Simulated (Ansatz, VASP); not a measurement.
This is a calculation of In for Ansatz 0.2.0.

Contents of input.yaml:

```yaml
crystal:
  lattice:
    - [3.37690644, 0.0, 0.0]
    - [0.2472340469, 3.3678438845, 0.0]
    - [-1.8120702438, -1.6839219426, 2.2987617161]
  atoms:
    - { symbol: In, position: [0.0, 0.0, 0.0] }
hamiltonian:
  xc: lda
  pseudopotentials: { kind: paw }
kpoints:
  mp_grid: { grid: [11, 11, 11] }
scf:
  occupations: { method: gaussian, width: 0.05 }
output:
  forces: true
  stress: true
  eigenvalues: true
```

Potentials or basis: Ansatz PAW.

Run with:

```bash
$ ansatz run input.yaml --threads 1 --pin off --max-ram 3584MiB --backend cpu --events-out ev --progress --plain --runs-dir out
```

Problem. Translate it to VASP 6.6.1. Potentials there: VASP PAW LDA potentials, release 64 (In_d).

Solution. As run (the cutoff follows the program's own potentials):

The input INCAR:

```
SYSTEM = In
  PREC = Accurate
  ENCUT = 520
  EDIFF = 1E-6
  ISMEAR = 0
  SIGMA = 0.05
  LREAL = .FALSE.
  LASPH = .TRUE.
  NELM = 80
  ALGO = Normal
  ISIF = 2
  LWAVE = .FALSE.
  LCHARG = .TRUE.
  GGA = CA
  LELF = .TRUE.
  LVHAR = .TRUE.
  NBANDS = 12
```

KPOINTS

```
Automatic mesh
0
G
  11 11 11
  0 0 0
```

Contents of POSCAR:

```
In
1.0
    3.3769064400      0.0000000000      0.0000000000
    0.2472340469      3.3678438845      0.0000000000
   -1.8120702438     -1.6839219426      2.2987617161
In
1
Direct
    0.0000000000      0.0000000000      0.0000000000
```

Potentials or basis: VASP PAW LDA potentials, release 64 (In_d).

The run is started by

```console
$ cat potpaw_LDA.64/In_d/POTCAR > POTCAR
$ mpirun -np 1 vasp_std > vasp.out
```

Both were run:

|  | VASP | Ansatz | Ansatz less VASP |
| --- | --- | --- | --- |
| gap on the k mesh at the Fermi level (eV) | none | none | - |
| pressure (GPa) | -2.6 | -2.6 | 0.00 |
| traceless stress, the component that is largest in VASP (GPa) | -0.17 | -0.14 | +0.027 |

LDA's correlation is that of Perdew and Zunger in VASP and of Perdew and Wang (1992) in Ansatz. A gap of «none» marks a metal or a gap that the smearing closes.
